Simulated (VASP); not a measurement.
Write the native input for VASP 6.6.1 that does the following.

```
Task                   : single point
Functional             : LDA
Potentials or basis    : VASP PAW LDA potentials, release 64 (Mo_sv, S)
Cutoff                 : 500 eV
k mesh                 : 4 × 4 × 4
Occupations            : fermi-dirac, width 0.02 eV
Spin                   : no spin polarisation
Dipole correction      : no
Further INCAR settings : ALGO = Normal; EDIFF = 1e-06; NBANDS = 20
```

The structure of MoS2 lies in POSCAR:

```
MoS2
1.0
    0.0000000000      2.9323968553      2.9323968553
    2.9323968553      0.0000000000      2.9323968553
    2.9323968553      2.9323968553      0.0000000000
Mo S
1 2
Direct
    0.0000000000      0.0000000000      0.0000000000
    0.2500000000      0.2500000000      0.2500000000
    0.7500000000      0.7500000000      0.7500000000
```

The input as run:

INCAR

```
SYSTEM = MoS2
  PREC = Accurate
  ENCUT = 500
  EDIFF = 1E-6
  ISMEAR = -1
  SIGMA = 0.02
  LREAL = .False.
  LASPH = .True.
  NELM = 120
  ALGO = Normal
  ISIF = 2
  LWAVE = .False.
  LCHARG = .False.
  NBANDS = 20
  GGA_COMPAT = .False.
```

KPOINTS

```
regular mesh
0
Gamma
  4 4 4
  0 0 0
```

Potentials or basis: VASP PAW LDA potentials, release 64 (Mo_sv, S).

Run with:

```sh
$ cat potpaw_LDA.64/Mo_sv/POTCAR potpaw_LDA.64/S/POTCAR > POTCAR
$ mpirun -np 1 vasp_std > vasp.out
```

Results of the run:

```
Pressure               : -8.0 GPa
Band gap on the k mesh : zero (band 13 reaches 8.72 eV, above the bottom of band 14 at 7.70 eV)
```

Caveat: the k points lie up to 0.46 Å⁻¹ apart.

It took 14 s on 1 thread of Intel Xeon 8259CL, on a shared host, peak memory 0.14 GiB.
